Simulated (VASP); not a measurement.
# Al3N2 (I4/mmm) in VASP: further runs, part 2 of 2

VASP 6.6.1. The steps go on from the part before.

### 3 Single point, PBE

This run uses another cell than the first one, of 13.57 Å³/atom.

Input file INCAR:

```
SYSTEM = Al3N2
ALGO     = Normal         ! electronic algorithm
EDIFF    = 1E-6           ! SCF threshold, eV
ENCUT    = 520            ! plane-wave cutoff, eV
GGA      = PE             ! functional
ISIF     = 2              ! what is computed and relaxed
ISMEAR   = 0              ! smearing method
LASPH    = .TRUE.         ! aspherical terms in the spheres
LCHARG   = .FALSE.        ! write CHGCAR
LREAL    = .FALSE.        ! projectors in reciprocal space
LWAVE    = .FALSE.        ! write WAVECAR
NBANDS   = 18             ! bands
NELM     = 100            ! most SCF steps
PREC     = Accurate       ! precision mode
SIGMA    = 0.1            ! smearing width, eV
```

Input file KPOINTS:

```
k-points
0
G
  8 8 8
  0 0 0
```

Input file POSCAR:

```
Al3N2
1.0
   -1.5579723800      1.5579723800      6.9887792300
    1.5579723800     -1.5579723800      6.9887792300
    1.5579723800      1.5579723800     -6.9887792300
Al N
3 2
Direct
    0.0000000000      0.0000000000      0.0000000000
    0.3992427000      0.3992427000      0.0000000000
    0.6007573000      0.6007573000      0.0000000000
    0.1997710600      0.1997710600      0.0000000000
    0.8002289400      0.8002289400      0.0000000000
```

Potentials or basis: VASP PAW PBE potentials, release 64 (Al, N).

Started as:

```
$ cat potpaw_PBE.64/Al/POTCAR potpaw_PBE.64/N/POTCAR > POTCAR
$ mpirun -np 1 vasp_std > vasp.out
```

OUTCAR:

```text
SYSTEM = Al3N2
   EDIFF = 1E-6
   ENCUT = 520
   GGA = PE
   ISIF = 2
   ISMEAR = 0
   LASPH = .TRUE.
   LREAL = .FALSE.
   NELM = 100
   PREC = Accurate

 ion  position               nearest neighbor table
   1  0.000  0.000  0.000-   3 2.61   3 2.61   3 2.61   2 2.61   3 2.61   2 2.61   2 2.61   2 2.61

   2  0.399  0.399  0.000-   1 2.61   1 2.61   1 2.61   1 2.61   3 2.82
   3  0.601  0.601  0.000-   1 2.61   1 2.61   1 2.61   1 2.61   2 2.82
   4  0.200  0.200  0.000-
   5  0.800  0.800  0.000-

  LATTYP: Found a body centered tetragonal cell.
 ALAT       =     3.1159447600
 C/A-ratio  =     4.4858171555

  Lattice vectors:

 A1 = (  -1.5579723800,   1.5579723800,   6.9887792300)
 A2 = (   1.5579723800,  -1.5579723800,   6.9887792300)
 A3 = (   1.5579723800,   1.5579723800,  -6.9887792300)

Analysis of symmetry for initial positions (statically):
=====================================================================
 Subroutine PRICEL returns:
 Original cell was already a primitive cell.

[... 178 lines left out ...]
 cond. band min:       6.1878074470   @ k =  -0.2500   0.2500   0.2500
 fundamental gap:      0.0177692913
 Fermi energy:         6.1760352527

 k-point     1 :       0.0000    0.0000    0.0000
  band No.  band energies     occupation
      1      -8.2614      2.00000
      2      -6.1443      2.00000
      3      -4.3414      2.00000
      4       0.4697      2.00000
      5       3.8444      2.00000
      6       4.9739      2.00000
[... 481 lines left out ...]
      5       1.8563      2.00000
      6       2.5849      2.00000
[... 10 lines left out ...]
     17      12.3840      0.00000
     18      13.7158      0.00000

 [... further k-points ...]

------------------------ aborting loop because EDIFF is reached ----------------------------------------

  FORCE on cell =-STRESS in cart. coord.  units (eV):
  Direction    XX          YY          ZZ          XY          YZ          ZX
  --------------------------------------------------------------------------------------
  -------------------------------------------------------------------------------------
  Total       -2.0362453     -2.0362453     -9.8891064      0.0000000     -0.0000000      0.0000000
  in kB      -48.0794897    -48.0794897   -233.4999594      0.0000000     -0.0000000      0.0000000
  external PRESSURE =    -109.8863130 kB  Pullay stress =       0.0000000 kB

 VOLUME and BASIS-vectors are now :
 -----------------------------------------------------------------------------
  energy-cutoff  :      520.00
  volume of cell :       67.85
      direct lattice vectors                 reciprocal lattice vectors
    -1.557972380  1.557972380  6.988779230     0.000000000  0.320929951  0.071543253
     1.557972380 -1.557972380  6.988779230     0.320929951  0.000000000  0.071543253
     1.557972380  1.557972380 -6.988779230     0.320929951  0.320929951  0.000000000

 POSITION                                       TOTAL-FORCE (eV/Angst)
 -----------------------------------------------------------------------------------
      0.00000      0.00000      0.00000         0.000000      0.000000     -0.000000
      0.00000      0.00000      5.58044        -0.000000     -0.000000     -4.584329
      0.00000      0.00000      8.39712         0.000000      0.000000      4.584329
      0.00000      0.00000      2.79231        -0.000000     -0.000000     -2.886469
      0.00000      0.00000     11.18525        -0.000000     -0.000000      2.886469
 -----------------------------------------------------------------------------------
    total drift:                               -0.000000     -0.000000      0.000000

  FREE ENERGIE OF THE ION-ELECTRON SYSTEM (eV)
  ---------------------------------------------------
  free  energy   TOTEN  =       -20.8716591576 eV

  energy  without entropy=      -20.8582077037  energy(sigma->0) =      -20.86493343
```

OSZICAR:

```text
N       E                     dE             d eps       ncg     rms          rms(c)
DAV:   1     0.425704017148E+02    0.42570E+02   -0.75170E+03  2132   0.855E+02
DAV:   2    -0.173830182163E+02   -0.59953E+02   -0.56163E+02  2904   0.154E+02
DAV:   3    -0.215778076903E+02   -0.41948E+01   -0.40880E+01  2526   0.386E+01
DAV:   4    -0.216254160799E+02   -0.47608E-01   -0.47547E-01  2606   0.464E+00
DAV:   5    -0.216261762542E+02   -0.76017E-03   -0.76001E-03  2566   0.601E-01    0.514E+00
DAV:   6    -0.217570678618E+02   -0.13089E+00   -0.87434E+00  2672   0.112E+01    0.586E+00
DAV:   7    -0.209279505728E+02    0.82912E+00   -0.24309E+00  2538   0.706E+00    0.178E+00
DAV:   8    -0.208767893910E+02    0.51161E-01   -0.20990E-01  2346   0.262E+00    0.488E-01
DAV:   9    -0.208721412661E+02    0.46481E-02   -0.80513E-03  2614   0.494E-01    0.231E-01
DAV:  10    -0.208716620606E+02    0.47921E-03   -0.79904E-04  2426   0.176E-01    0.671E-02
DAV:  11    -0.208716583157E+02    0.37449E-05   -0.48918E-05  2722   0.428E-02    0.254E-02
DAV:  12    -0.208716600636E+02   -0.17480E-05   -0.97433E-06  2408   0.170E-02    0.723E-03
DAV:  13    -0.208716591576E+02    0.90605E-06   -0.52234E-07  1320   0.454E-03
   1 F= -.20871659E+02 E0= -.20864933E+02  d E =-.134515E-01
```

stdout:

```text
POSCAR found type information on POSCAR AlN
 POSCAR found :  2 types and       5 ions
 scaLAPACK will be used
 LDA part: xc-table for (Slater+PW92), standard interpolation
 POSCAR, INCAR and KPOINTS ok, starting setup
 FFT: planning ... GRIDC
 FFT: planning ... GRID_SOFT
 FFT: planning ... GRID
 WAVECAR not read
 entering main loop
```

It took 2.9 min on 1 thread of AMD EPYC 7R13 (Zen 3), shared host; peak memory 0.39 GiB.

What came out:

```yaml
Free_energy: -20.8717 eV
Pressure: -11.0 GPa
Largest_force: 4.584 eV/Å
Band_gap_on_the_k_mesh: zero (an odd number of electrons rules out a gap without spin polarisation)
```

Forces in eV/Å, atoms in the order of the input:
```
Al   0.000  0.000  0.000
Al   0.000  0.000 -4.584
Al   0.000  0.000  4.584
N    0.000  0.000 -2.886
N    0.000  0.000  2.886
```

Stress tensor (GPa, compression positive):
```
 -4.81   0.00   0.00
  0.00  -4.81   0.00
  0.00   0.00 -23.35
```

Levels at points of the mesh, in eV from the Fermi level:
```csv
k point,band 6,band 7,band 8,band 9,band 10,band 11,band 12,band 13
"(0.00, 0.00, 0.00)",-1.20,-1.20,0.37,0.40,0.40,2.05,3.03,3.03
"(0.50, 0.00, 0.00)",-4.28,-2.18,-1.13,0.01,0.03,0.88,1.73,4.61
"(0.50, 0.50, 0.00)",-3.85,-3.06,-2.58,-2.19,-2.10,-0.41,0.15,1.28
"(0.50, 0.50, 0.50)",-1.24,-1.24,-0.45,0.55,0.55,2.85,2.85,3.44
```

Caveat: the cell stands under tension; forces of over 1 eV/Å act on the atoms, so gaps and moduli don't describe the material at rest.

### 4 Single point, PBE, collinear spin, ferromagnetic start

Input file INCAR:

```
SYSTEM = Al3N2
PREC     = Accurate       ! precision mode
ENCUT    = 520            ! plane-wave cutoff, eV
EDIFF    = 1E-6           ! SCF threshold, eV
ISMEAR   = 0              ! smearing method
SIGMA    = 0.1            ! smearing width, eV
LREAL    = .False.        ! projectors in reciprocal space
LASPH    = .True.         ! aspherical terms in the spheres
NELM     = 150            ! most SCF steps
ALGO     = Normal         ! electronic algorithm
ISIF     = 2              ! what is computed and relaxed
LWAVE    = .False.        ! write WAVECAR
LCHARG   = .True.         ! write CHGCAR
ISPIN    = 2              ! spin polarisation
MAGMOM   = 0 0 0 1 1      ! initial moments
LORBIT   = 11             ! projections on sites
GGA      = PE             ! functional
LELF     = .True.         ! ELF
LVHAR    = .True.       
NBANDS   = 22             ! bands
```

Input file KPOINTS:

```
regular mesh
0
Gamma
  8 8 8
  0 0 0
```

Input file POSCAR:

```
Al3N2
1.0
   -1.4094936026      1.4094936026      6.8442888668
    1.4094936026     -1.4094936026      6.8442888668
    1.4094936026      1.4094936026     -6.8442888668
Al N
3 2
Direct
    0.0000000000      0.0000000000      0.0000000000
    0.3267565231      0.3267565231      0.0000000000
    0.6732434769      0.6732434769      0.0000000000
    0.1737593703      0.1737593703      0.0000000000
    0.8262406297      0.8262406297      0.0000000000
```

Started as:

```
$ cat potpaw_PBE.64/Al/POTCAR potpaw_PBE.64/N/POTCAR > POTCAR
$ mpirun -np 1 vasp_std > vasp.out
```

Wall time 8.5 min (1 thread of AMD EPYC 7R13 (Zen 3), shared host); peak memory 0.52 GiB.

Results (log left out):

```yaml
Free_energy: -31.1174 eV
Pressure: -0.2 GPa
Largest_force: 0.005 eV/Å
Net_moment: 0.01 μB per cell
Valence_electrons_inside_the_program's_atomic_spheres: Al 0.77, 0.71 (each value once); N 3.82
```

Forces on the atoms (eV/Å):
```
Al   0.000  0.000  0.000
Al   0.000  0.000 -0.005
Al   0.000  0.000  0.005
N    0.000  0.000 -0.003
N    0.000  0.000  0.003
```

Stress tensor (GPa, compression positive):
```
-0.20  0.00  0.00
 0.00 -0.20  0.00
 0.00  0.00 -0.11
```

Levels at points of the mesh, in eV from the Fermi level:
Spin up:
```csv
k point,band 6,band 7,band 8,band 9,band 10,band 11,band 12,band 13
"(0.00, 0.00, 0.00)",-4.40,-4.40,-3.17,-3.17,1.71,3.17,3.80,4.26
"(0.50, 0.00, 0.00)",-5.62,-3.34,-3.32,-3.32,-1.67,1.10,3.81,6.19
"(0.50, 0.50, 0.00)",-6.89,-5.06,-4.84,-0.71,-0.55,0.06,0.88,2.87
"(0.50, 0.50, 0.50)",-4.41,-3.16,-3.16,-2.60,-0.37,3.28,4.05,6.18
```
Spin down:
```
           k point  band 5  band 6  band 7  band 8  band 9  band 10  band 11  band 12  band 13  band 14
(0.00, 0.00, 0.00)   -5.14   -4.40   -4.40   -3.17   -3.17     1.72     3.17     3.80     4.26     5.97
(0.50, 0.00, 0.00)   -6.16   -5.62   -3.33   -3.32   -3.32    -1.66     1.10     3.81     6.19     6.29
(0.50, 0.50, 0.00)   -6.98   -6.89   -5.06   -4.84   -0.70    -0.54     0.07     0.89     2.88     3.34
(0.50, 0.50, 0.50)   -4.40   -4.40   -3.16   -3.16   -2.60    -0.37     3.28     4.06     6.18     6.95
```

### 5 Single point, PBE

This run uses another cell than the first one, of 10.84 Å³/atom.

Input file INCAR:

```
SYSTEM = Al3N2
  PREC = Accurate
  ENCUT = 520
  EDIFF = 1E-7
  ISMEAR = 0
  SIGMA = 0.1
  LREAL = .FALSE.
  LASPH = .TRUE.
  NELM = 100
  ALGO = Normal
  ISIF = 2
  LWAVE = .FALSE.
  LCHARG = .TRUE.
  GGA = PE
  LELF = .TRUE.
  LVHAR = .TRUE.
  NBANDS = 18
```

Input file KPOINTS:

```
Automatic mesh
0
G
  18 18 18
  0 0 0
```

Input file POSCAR:

```
Al3N2
1.0
   -1.4096644101      1.4096644101      6.8205943321
    1.4096644101     -1.4096644101      6.8205943321
    1.4096644101      1.4096644101     -6.8205943321
Al N
3 2
Direct
    0.0000000000      0.0000000000      0.0000000000
    0.3270720180      0.3270720180      0.0000000000
    0.6729279820      0.6729279820      0.0000000000
    0.1736221758      0.1736221758      0.0000000000
    0.8263778242      0.8263778242      0.0000000000
```

Started as:

```
$ cat potpaw_PBE.64/Al/POTCAR potpaw_PBE.64/N/POTCAR > POTCAR
$ mpirun -np 1 vasp_std > vasp.out
```

Run time: 25 min. Hardware: 1 thread of AMD EPYC 7R13 (Zen 3), shared host; peak memory 0.63 GiB.

Results (log left out):

```yaml
Free_energy: -31.1327 eV
Pressure: -0.2 GPa
Largest_force: 0.007 eV/Å
Band_gap_on_the_k_mesh: zero (an odd number of electrons rules out a gap without spin polarisation)
```

Forces on the atoms (eV/Å):
```
Al   0.000  0.000  0.000
Al   0.000  0.000 -0.005
Al   0.000  0.000  0.005
N    0.000  0.000 -0.007
N    0.000  0.000  0.007
```

Levels at points of the mesh, in eV from the Fermi level:
| k point | band 6 | band 7 | band 8 | band 9 | band 10 | band 11 | band 12 | band 13 |
| --- | --- | --- | --- | --- | --- | --- | --- | --- |
| (0.00, 0.00, 0.00) | -4.51 | -4.51 | -3.28 | -3.28 | 1.64 | 3.10 | 3.70 | 4.15 |
| (0.50, 0.00, 0.00) | -5.74 | -3.44 | -3.43 | -3.43 | -1.74 | 1.01 | 3.75 | 6.09 |
| (0.50, 0.50, 0.00) | -6.99 | -5.19 | -4.96 | -0.83 | -0.66 | -0.03 | 0.78 | 2.80 |
| (0.50, 0.50, 0.50) | -4.52 | -3.27 | -3.27 | -2.68 | -0.44 | 3.18 | 3.94 | 6.14 |

### 6 Overview

```csv
spin,cell,k mesh,gap on the mesh (eV),pressure (GPa),largest force (eV/Å)
off,"a = 7.129 Å, angles 157.2, 157.2, 32.5°, 5 atoms, atomic positions A",8 × 8 × 8,none,-0.2,-
off,"a = 7.328 Å, angles 155.4, 155.4, 35.0°, 5 atoms, atomic positions B",8 × 8 × 8,none,-11.0,4.58
"collinear, ferromagnetic start","a = 7.129 Å, angles 157.2, 157.2, 32.5°, 5 atoms, atomic positions A",8 × 8 × 8,none,-0.2,-
off,"a = 7.106 Å, angles 157.1, 157.1, 32.6°, 5 atoms, atomic positions A",18 × 18 × 18,none,-0.2,0.01
```

Alike in all rows: task single point; level PBE; potentials or basis VASP PAW PBE potentials, release 64 (Al, N); cutoff (eV) 520; smearing gaussian 0.1 eV.

Caveats: the cell stands under tension (at least some runs); forces of over 1 eV/Å act on the atoms, so gaps and moduli don't describe the material at rest (at least some runs).

Total energies depend on the potentials used, so only differences within one code and one set of settings carry meaning.
